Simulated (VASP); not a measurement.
Input of a VASP 6.6.1 run:

The input INCAR:

```
  ALGO = Normal
  EDIFF = 1E-8
  ENCUT = 520
  GGA = CA
  ISIF = 2
  ISMEAR = -1
  LASPH = T
  LCHARG = F
  LEFG = T
  LREAL = F
  LWAVE = F
  NBANDS = 18
  NELM = 60
  PREC = Accurate
  SIGMA = 0.08
```

Contents of KPOINTS:

```
k-points
0
Gamma
  11 11 11
```

POSCAR

```
LaHg
1.0
    3.7586718991      0.0000000000      0.0000000000
    0.0000000000      3.7586718991      0.0000000000
    0.0000000000      0.0000000000      3.7586718991
La Hg
1 1
Direct
    0.5000000000      0.5000000000      0.5000000000
    0.0000000000      0.0000000000      0.0000000000
```

Potentials or basis: VASP PAW LDA potentials, release 64 (La, Hg).

Run with:

```bash
$ cat potpaw_LDA.64/La/POTCAR potpaw_LDA.64/Hg/POTCAR > POTCAR
$ mpirun -np 1 vasp_std > vasp.out
```

Estimate the band gap on the k mesh.

zero (an odd number of electrons rules out a gap without spin polarisation).

Estimate the pressure.

2.3 GPa.

Caveat: spin-orbit coupling is left out, which moves the levels of the heavy elements.
